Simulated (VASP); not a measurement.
W, 1 atom in the cell. The structure is cubic, space group Im-3m (No. 229). The conventional cell has a = 3.184 Å, b = 3.184 Å, c = 3.184 Å, α = 90.00°, β = 90.00°, γ = 90.00°. W (site symmetry m-3m) has 14 W at 2.76 to 3.18 Å within 3.6 Å. 

| Quantity | Value |
| --- | --- |
| Program | VASP 6.6.1 |
| Task | single point |
| Functional | PBE |
| Potentials or basis | VASP PAW PBE potentials, release 64 (W_sv) |
| Cutoff | 520 eV |
| k mesh | 14 × 14 × 14 |
| Occupations | gaussian, width 1 eV |
| Spin | no spin polarisation |
| Dipole correction | no |
| Further INCAR settings | ALGO = Normal; EDIFF = 1e-07; NBANDS = 13 |

Potentials or basis: VASP PAW PBE potentials, release 64 (W_sv).

The run is started by

```sh
$ cat potpaw_PBE.64/W_sv/POTCAR > POTCAR
$ mpirun -np 1 vasp_std > vasp.out
```

Hardware: 1 thread of AMD EPYC 7R13, on a shared host.

**Question.** How long does it take, and how much memory?

**Answer.** It took 50 s on 1 thread of AMD EPYC 7R13, with other jobs on the host, peak memory 0.12 GiB. Counts: scf iterations 13, k points 104.
